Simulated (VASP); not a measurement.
# LiF (Fm-3m) in VASP: a series of runs

The runs below take LiF through single point, with PBE-based screened hybrid with 25 % exact exchange, r2SCAN0.

Everything below comes from runs of VASP 6.6.1. Logs are shortened: lines on timing, memory, paths and dates and some standing lists are left out, and cuts for length are marked.

## Step 1: The cell of the first run

Symmetry: Fm-3m, No. 225, cubic system. Conventional cell: a = 4.028 Å, b = 4.028 Å, c = 4.028 Å, α = 90.00°, β = 90.00°, γ = 90.00°. Within 2.7 Å of Li (site symmetry m-3m) lie 6 F at 2.01 Å. F (site symmetry m-3m) has 6 Li at 2.01 Å within 2.7 Å.

## Step 2: Single point, PBE-based screened hybrid with 25 % exact exchange

POSCAR reads:

```
LiF
1.0
    0.0000000000      2.0140017468      2.0140017468
    2.0140017468      0.0000000000      2.0140017468
    2.0140017468      2.0140017468      0.0000000000
Li F
1 1
Direct
    0.0000000000      0.0000000000      0.0000000000
    0.5000000000      0.5000000000      0.5000000000
```

INCAR.step1 reads:

```
ALGO = Normal
EDIFF = 1E-5
ENCUT = 520
GGA = PE
ISIF = 2
ISMEAR = 0
LASPH = T
LCHARG = F
LREAL = F
LWAVE = T
NBANDS = 12
NELM = 80
PREC = Accurate
SIGMA = 0.05
```

INCAR.step2 reads:

```
AEXX = 0.25
ALGO = Normal
EDIFF = 1E-6
ENCUT = 520
GGA = PE
HFSCREEN = 0.3
ISIF = 2
ISMEAR = 0
ISTART = 1
LASPH = T
LCHARG = F
LHFCALC = T
LREAL = F
LWAVE = F
NBANDS = 12
NELM = 80
PREC = Accurate
PRECFOCK = Normal
SIGMA = 0.05
```

KPOINTS reads:

```
k-points
0
Gamma
  6 6 6
```

Potentials or basis: VASP PAW PBE potentials, release 64 (Li_sv, F).

Started as:

```bash
> cat potpaw_PBE.64/Li_sv/POTCAR potpaw_PBE.64/F/POTCAR > POTCAR
> cp INCAR.step1 INCAR
> mpirun -np 1 vasp_std > vasp.out
> cp INCAR.step2 INCAR
> mpirun -np 1 vasp_std > vasp.out
```

OUTCAR:

```text
AEXX = 0.25
   EDIFF = 1E-6
   ENCUT = 520
   GGA = PE
   HFSCREEN = 0.3
   ISIF = 2
   ISMEAR = 0
   ISTART = 1
   LASPH = T
   LHFCALC = T
   LREAL = F
   NELM = 80
   PREC = Accurate
   PRECFOCK = Normal

 ion  position               nearest neighbor table
   1  0.000  0.000  0.000-   2 2.01   2 2.01   2 2.01   2 2.01   2 2.01   2 2.01
   2  0.500  0.500  0.500-   1 2.01   1 2.01   1 2.01   1 2.01   1 2.01   1 2.01

  LATTYP: Found a face centered cubic cell.
 ALAT       =     4.0280034936

  Lattice vectors:

 A1 = (   0.0000000000,   2.0140017468,   2.0140017468)
 A2 = (   2.0140017468,   0.0000000000,   2.0140017468)
 A3 = (   2.0140017468,   2.0140017468,   0.0000000000)

Analysis of symmetry for initial positions (statically):
=====================================================================
 Subroutine PRICEL returns:
 Original cell was already a primitive cell.

 Routine SETGRP: Setting up the symmetry group for a
 face centered cubic supercell.

 Subroutine GETGRP returns: Found 48 space group operations
 (whereof 48 operations were pure point group operations)
 out of a pool of 48 trial point group operations.

The static configuration has the point symmetry O_h .

Analysis of symmetry for dynamics (positions and initial velocities):
=====================================================================
 Subroutine PRICEL returns:
 Original cell was already a primitive cell.

 Routine SETGRP: Setting up the symmetry group for a
 face centered cubic supercell.

 Subroutine GETGRP returns: Found 48 space group operations
 (whereof 48 operations were pure point group operations)
 out of a pool of 48 trial point group operations.

The dynamic configuration has the point symmetry O_h .

 Subroutine INISYM returns: Found 48 space group operations
 (whereof 48 operations are pure point group operations),
 and found     1 'primitive' translations

----------------------------------------------------------------------------------------

                                     Primitive cell

  volume of cell :      16.3384

  direct lattice vectors                    reciprocal lattice vectors
     0.000000000  2.014001747  2.014001747    -0.248261950  0.248261950  0.248261950
     2.014001747  0.000000000  2.014001747     0.248261950 -0.248261950  0.248261950
     2.014001747  2.014001747  0.000000000     0.248261950  0.248261950 -0.248261950

  length of vectors
     2.848228585  2.848228585  2.848228585     0.430002310  0.430002310  0.430002310

  position of ions in fractional coordinates (direct lattice)
     0.000000000  0.000000000  0.000000000
     0.500000000  0.500000000  0.500000000

  ion indices of the primitive-cell ions
   primitive index   ion index
                 1           1
                 2           2

----------------------------------------------------------------------------------------

 KPOINTS: k-points

Automatic generation of k-mesh.
 Grid dimensions read from file:
 generate k-points for:    6    6    6

 Generating k-lattice:

  Cartesian coordinates                     Fractional coordinates (reciprocal lattice)
    -0.041376992  0.041376992  0.041376992     0.166666667  0.000000000  0.000000000
     0.041376992 -0.041376992  0.041376992     0.000000000  0.166666667  0.000000000
     0.041376992  0.041376992 -0.041376992     0.000000000  0.000000000  0.166666667

  Length of vectors
     0.071667052  0.071667052  0.071667052

  Shift w.r.t. Gamma in fractional coordinates (k-lattice)
     0.000000000  0.000000000  0.000000000

 Subroutine IBZKPT returns following result:
 ===========================================

 Found     16 irreducible k-points:

 Following reciprocal coordinates:
            Coordinates               Weight
  0.000000  0.000000  0.000000      1.000000
  0.166667  0.000000  0.000000      8.000000
  0.333333  0.000000  0.000000      8.000000
  0.500000  0.000000  0.000000      4.000000
  0.166667  0.166667  0.000000      6.000000
  0.333333  0.166667  0.000000     24.000000
[... 8 lines left out ...]
 -0.333333  0.333333  0.166667     24.000000
 -0.333333  0.500000  0.166667     12.000000
   k-points           NKPTS =     16   k-points in BZ     NKDIM =    216   number of bands    NBANDS=     12
   number of dos      NEDOS =    301   number of ions     NIONS =      2
   total plane-waves  NPLWV =  13824
   dimension x,y,z NGX =    24 NGY =   24 NGZ =   24
   dimension x,y,z NGXF=    48 NGYF=   48 NGZF=   48
   ions per type =               1   1
   NGX,Y,Z   is equivalent  to a cutoff of  14.01, 14.01, 14.01 a.u.
   NGXF,Y,Z  is equivalent  to a cutoff of  28.02, 28.02, 28.02 a.u.
 SYSTEM =  unknown system
   PREC   = accura    normal or accurate (medium, high low for compatibility)
   ISTART =      1    job   : 0-new  1-cont  2-samecut
   ICHARG =      0    charge: 1-file 2-atom 10-const
   ISPIN  =      1    spin polarized calculation?
   LNONCOLLINEAR =      F non collinear calculations
   LSORBIT =      F    spin-orbit coupling
   LASPH  =      T    aspherical Exc in radial PAW
   ENCUT  =  520.0 eV  38.22 Ry    6.18 a.u.   5.30  5.30  5.30*2*pi/ulx,y,z
   NELM   =     80;   NELMIN=  2; NELMDL=  0     # of ELM steps
   EDIFF  = 0.1E-05   stopping-criterion for ELM
   LREAL  =      F    real-space projection
   EDIFFG = 0.1E-04   stopping-criterion for IOM
   NSW    =      0    number of steps for IOM
   IBRION =     -1    ionic relax: 0-MD 1-quasi-New 2-CG
   NFREE  =      0    steps in history (QN), initial steepest desc. (CG)
   ISIF   =      2    stress and relaxation
   ISYM   =      3    0-nonsym 1-usesym 2-fastsym
   POTIM  = 0.5000    time-step for ionic-motion
   TEBEG  =    0.0;   TEEND  =   0.0 temperature during run
   PSTRESS=    0.0 pullay stress
   NELECT =      10.0000    total number of electrons
   NUPDOWN=      -1.0000    fix difference up-down
   EMIN   =  10.00;   EMAX   =-10.00  energy-range for DOS
   EFERMI =   0.00;   METHOD = LEGACY
   ISMEAR =     0;   SIGMA  =   0.05  broadening in eV -4-tet -1-fermi 0-gaus
   EFERMI_NEDOS =   21; number of points for ismear=-14 and -15
   IALGO  =     38    algorithm
   IMIX   =      1    mixing-type and parameters
     AMIX     =   0.40;   BMIX     =  1.00
     AMIX_MAG =   1.60;   BMIX_MAG =  1.00
  volume/ion in A,a.u.               =       8.17        55.13
  Fermi-wavevector in a.u.,A,eV,Ry     =   1.389969  2.626660 26.286629  1.932013
  Thomas-Fermi vector in A             =   2.513949
   LORBIT       =      0    0 simple, 1 ext, 2 COOP (PROOUT), +10 PAW based schemes
   GGA     = PE    functional components
   LHFCALC =     T    Hartree Fock is set to
   PRECFOCK=normal    Normal, Fast or Accurate (Low or Medium for compatibility)
   ENCUT4O =  -1.0   cutoff for four orbital integrals eV
   NKREDX  =     1    reduce k-point grid by
   NKREDY  =     1    reduce k-point grid by
   NKREDZ  =     1    reduce k-point grid by
   AEXX    =    0.2500 exact exchange contribution
   HFSCREEN=    0.3000 screening length (either q_TF or 0.3 A-1)
   HFSCREENC=   0.3000 screening length for correlation (either q_TF or 0.3 A-1)
   ENCUTFOCK=  -1.0 apply spherical cutoff to Coloumb kernel
   IVDW    =     0    specifies the selected vdW correction
   LEPSILON=     F    determine dielectric tensor
   LRPA    =     F    only Hartree local field effects (RPA)
 non-spin polarized calculation
 Gauss-broadening in eV      SIGMA  =   0.05
  energy-cutoff  :      520.00
  volume of cell :       16.34
 maximum number of plane-waves:       459
 NGX is ok and might be reduce to    24
  NGX = 16; NGY = 16; NGZ = 16

 number of electron       9.9999992 magnetization

 Free energy of the ion-electron system (eV)
  ---------------------------------------------------
  ext. energy  EPLUGINS =         0.00000000
  ---------------------------------------------------
  free energy    TOTEN  =       -11.19872307 eV

  energy without entropy =      -11.19872307  energy(sigma->0) =      -11.19872307

 E-fermi :  -2.3268     XC(G=0):  -8.3184

 val. band max:       -2.5635571992   @ k =   0.0000   0.0000   0.0000
 cond. band min:       8.5341467023   @ k =   0.0000   0.0000   0.0000
 fundamental gap:     11.0977039015
 Fermi energy:        -2.3267670681

 k-point     1 :       0.0000    0.0000    0.0000
  band No.  band energies     occupation
      1     -45.5195      2.00000
      2     -24.1154      2.00000
      3      -2.5636      2.00000
      4      -2.5636      2.00000
      5      -2.5636      2.00000
      6       8.5341      0.00000
      7      23.7191      0.00000
      8      23.7191      0.00000
      9      23.7191      0.00000
     10      23.9553      0.00000
     11      23.9553      0.00000
     12      23.9553      0.00000

 k-point     2 :       0.1667    0.0000    0.0000
  band No.  band energies     occupation
      1     -45.5047      2.00000
      2     -24.0071      2.00000
      3      -3.3105      2.00000
      4      -2.6279      2.00000
      5      -2.6279      2.00000
      6       9.2712      0.00000
      7      19.1673      0.00000
      8      21.3856      0.00000
      9      21.3856      0.00000
     10      25.6976      0.00000
     11      25.9083      0.00000
     12      25.9083      0.00000

 k-point     3 :       0.3333    0.0000    0.0000
  band No.  band energies     occupation
      1     -45.4748      2.00000
      2     -23.7794      2.00000
      3      -4.6135      2.00000
      4      -2.7516      2.00000
      5      -2.7516      2.00000
      6      10.1728      0.00000
      7      16.7721      0.00000
      8      19.2878      0.00000
      9      19.2878      0.00000
     10      27.9986      0.00000
     11      28.7980      0.00000
     12      28.7980      0.00000
[... 166 lines left out ...]
 k-point    15 :      -0.3333    0.3333    0.1667
  band No.  band energies     occupation
      1     -45.4470      2.00000
      2     -23.4780      2.00000
      3      -4.8640      2.00000
      4      -4.2819      2.00000
      5      -3.2279      2.00000
      6      13.1091      0.00000
      7      15.0256      0.00000
      8      18.2422      0.00000
      9      18.9756      0.00000
     10      26.9338      0.00000
     11      27.7649      0.00000
     12      35.3997      0.00000

 k-point    16 :      -0.3333    0.5000    0.1667
  band No.  band energies     occupation
      1     -45.4430      2.00000
      2     -23.4089      2.00000
      3      -5.2016      2.00000
      4      -4.1796      2.00000
      5      -3.4599      2.00000
      6      14.5543      0.00000
      7      15.0116      0.00000
      8      17.1035      0.00000
      9      19.2614      0.00000
     10      23.6704      0.00000
     11      31.3346      0.00000
     12      33.9257      0.00000

------------------------ aborting loop because EDIFF is reached ----------------------------------------

  FORCE on cell =-STRESS in cart. coord.  units (eV):
  Direction    XX          YY          ZZ          XY          YZ          ZX
  --------------------------------------------------------------------------------------
  -------------------------------------------------------------------------------------
  Total       -0.1032976     -0.1032976     -0.1032976      0.0000000     -0.0000000     -0.0000000
  in kB      -10.1295773    -10.1295773    -10.1295773      0.0000000     -0.0000000     -0.0000000
  external PRESSURE =     -10.1295773 kB  Pullay stress =       0.0000000 kB

 VOLUME and BASIS-vectors are now :
 -----------------------------------------------------------------------------
  energy-cutoff  :      520.00
  volume of cell :       16.34
      direct lattice vectors                 reciprocal lattice vectors
     0.000000000  2.014001747  2.014001747    -0.248261950  0.248261950  0.248261950
     2.014001747  0.000000000  2.014001747     0.248261950 -0.248261950  0.248261950
     2.014001747  2.014001747  0.000000000     0.248261950  0.248261950 -0.248261950

 POSITION                                       TOTAL-FORCE (eV/Angst)
 -----------------------------------------------------------------------------------
      0.00000      0.00000      0.00000        -0.000000     -0.000000     -0.000000
      2.01400      2.01400      2.01400         0.000000      0.000000      0.000000
 -----------------------------------------------------------------------------------
    total drift:                               -0.000000     -0.000000     -0.000000

  FREE ENERGIE OF THE ION-ELECTRON SYSTEM (eV)
  ---------------------------------------------------
  free  energy   TOTEN  =       -11.1987230678 eV

  energy  without entropy=      -11.1987230678  energy(sigma->0) =      -11.19872307
```

It took 6.1 min on 1 thread of Oxide Virtual Turin-like, shared host; peak memory 0.19 GiB.

Results:

```
Free energy            : -11.1987 eV
Band gap on the k mesh : 11.10 eV
```

Caveat: the k points lie up to 0.45 Å⁻¹ apart; the cutoff is under 1.25 times the usual one of these potentials, so pressure, stress and relaxed cells hold a basis-set (Pulay) error; the PAW data sets were made with another functional, which shifts forces and pressure a little.

## Step 3: Single point, r2SCAN0

POSCAR is that of step 2.

INCAR.step1 reads:

```
  PREC = Accurate
  ENCUT = 520
  EDIFF = 1E-5
  ISMEAR = 0
  SIGMA = 0.05
  LREAL = False
  LASPH = True
  NELM = 100
  ALGO = Normal
  ISIF = 2
  LWAVE = True
  GGA = PE
  NBANDS = 12
```

INCAR.step2 reads:

```
  PREC = Accurate
  ENCUT = 520
  EDIFF = 1E-6
  ISMEAR = 0
  SIGMA = 0.05
  LREAL = False
  LASPH = True
  NELM = 100
  ALGO = Normal
  ISIF = 2
  LWAVE = False
  LCHARG = True
  METAGGA = R2SCAN
  LHFCALC = True
  AEXX = 0.25
  LMIXTAU = True
  PRECFOCK = Normal
  LELF = True
  LVHAR = True
  ISTART = 1
  NBANDS = 12
```

KPOINTS reads:

```
Automatic mesh
0
Gamma
  6 6 6
```

Potentials or basis: VASP PAW PBE potentials, release 64 (Li_sv, F).

Started as:

```bash
> cat potpaw_PBE.64/Li_sv/POTCAR potpaw_PBE.64/F/POTCAR > POTCAR
> cp INCAR.step1 INCAR
> mpirun -np 1 vasp_std > vasp.out
> cp INCAR.step2 INCAR
> mpirun -np 1 vasp_std > vasp.out
```

Run time: 14 min. Hardware: 1 thread of Oxide Virtual Turin-like, shared host; peak memory 0.1 GiB.

The run converged. Its results:

```yaml
Free_energy: -13.6229 eV
Band_gap_on_the_k_mesh: 12.92 eV
```

Levels at points of the mesh, in eV from the valence-band top:
| k point | band 1 | band 2 | band 3 | band 4 | band 5 | band 6 | band 7 | band 8 | band 9 | band 10 |
| --- | --- | --- | --- | --- | --- | --- | --- | --- | --- | --- |
| (0.00, 0.00, 0.00) | -43.80 | -22.31 | 0.00 | 0.00 | 0.00 | 12.92 | 28.36 | 28.36 | 28.36 | 29.02 |
| (0.50, 0.00, 0.00) | -43.74 | -21.86 | -2.66 | -0.26 | -0.26 | 14.59 | 21.07 | 23.31 | 23.31 | 35.06 |
| (0.50, 0.50, 0.00) | -43.73 | -21.60 | -3.14 | -1.06 | -1.06 | 19.03 | 20.14 | 21.85 | 24.96 | 24.96 |

Caveat: the k points lie up to 0.45 Å⁻¹ apart; the cutoff is under 1.25 times the usual one of these potentials, so pressure, stress and relaxed cells hold a basis-set (Pulay) error; the PAW data sets were made with another functional, which shifts forces and pressure a little.
